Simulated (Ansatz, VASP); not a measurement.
One calculation of CdSe, two programs

POSCAR

```
CdSe
1.0
    3.5331017334      0.0000000000      0.0000000000
    0.0000000000      3.5331017334      0.0000000000
    0.0000000000      0.0000000000      3.5331017334
Cd Se
1 1
Direct
    0.0000000000      0.0000000000      0.0000000000
    0.5000000000      0.5000000000      0.5000000000
```

Contents of INCAR.step1:

```
SYSTEM = CdSe
PREC     = Accurate       ! precision mode
ENCUT    = 520            ! plane-wave cutoff, eV
EDIFF    = 1E-5           ! SCF threshold, eV
ISMEAR   = -1             ! smearing method
SIGMA    = 0.02           ! smearing width, eV
LREAL    = .False.        ! projectors in reciprocal space
LASPH    = .True.         ! aspherical terms in the spheres
NELM     = 80             ! most SCF steps
ALGO     = Normal         ! electronic algorithm
ISIF     = 2              ! what is computed and relaxed
LWAVE    = .True.         ! write WAVECAR
GGA      = PE             ! functional
NBANDS   = 16             ! bands
```

File INCAR.step2:

```
SYSTEM = CdSe
PREC     = Accurate       ! precision mode
ENCUT    = 520            ! plane-wave cutoff, eV
EDIFF    = 1E-6           ! SCF threshold, eV
ISMEAR   = -1             ! smearing method
SIGMA    = 0.02           ! smearing width, eV
LREAL    = .False.        ! projectors in reciprocal space
LASPH    = .True.         ! aspherical terms in the spheres
NELM     = 80             ! most SCF steps
ALGO     = Normal         ! electronic algorithm
ISIF     = 2              ! what is computed and relaxed
LWAVE    = .False.        ! write WAVECAR
LCHARG   = .True.         ! write CHGCAR
GGA      = PE             ! functional
LHFCALC  = .True.         ! exact exchange
AEXX     = 0.2            ! exact-exchange fraction
HFSCREEN = 0.2078         ! screening, 1/A
PRECFOCK = Normal       
LELF     = .True.         ! ELF
LVHAR    = .True.       
ISTART   = 1            
NBANDS   = 16             ! bands
```

Contents of KPOINTS:

```
regular mesh
0
Gamma
  4 4 4
  0 0 0
```

Input for Ansatz:

```yaml
crystal:
  lattice:
    - [3.5331017334, 0.0, 0.0]
    - [0.0, 3.5331017334, 0.0]
    - [0.0, 0.0, 3.5331017334]
  atoms:
    - { symbol: Cd, position: [0.0, 0.0, 0.0] }
    - { symbol: Se, position: [0.5, 0.5, 0.5] }
kpoints:
  mp_grid: { grid: [4, 4, 4] }
hamiltonian:
  xc:
    exchange: pbe
    correlation: pbe
    exx: { coeff: 0.2, omega: 0.2078 }
scf:
  occupations: { method: fermi_dirac, width: 0.02 }
  n_extra_bands: 4
output:
  forces: true
  stress: true
  eigenvalues: true
```

Alike in both runs: task single point; functional PBE-based screened hybrid with a share of 0.2 of exact exchange and HFSCREEN = 0.2078; k mesh 4 × 4 × 4; occupations fermi-dirac, width 0.02 eV; no spin polarisation.

|  | VASP | Ansatz |
| --- | --- | --- |
| version | VASP 6.6.1 | Ansatz 0.2.0 |
| potentials or method | VASP PAW PBE potentials, release 64 (Cd, Se) | plane waves |
| plane-wave cutoff (eV) | 520 | 420 |
| valence electrons in the cell | 18 | 36 |

```csv
,VASP,Ansatz,Ansatz less VASP
pressure (GPa),0.2,0.0,-0.16
```

VASP's potentials were made for PBE, not for PBE-based screened hybrid. VASP's potentials hold 18 valence electrons a cell and Ansatz's 36, so a difference there can come from the potentials and not from the codes. Ansatz's warnings: filled band counts differ across k points, stress exchange threshold loose, stress scf threshold loose.

The k mesh is coarse, so the values compare programs but aren't converged.
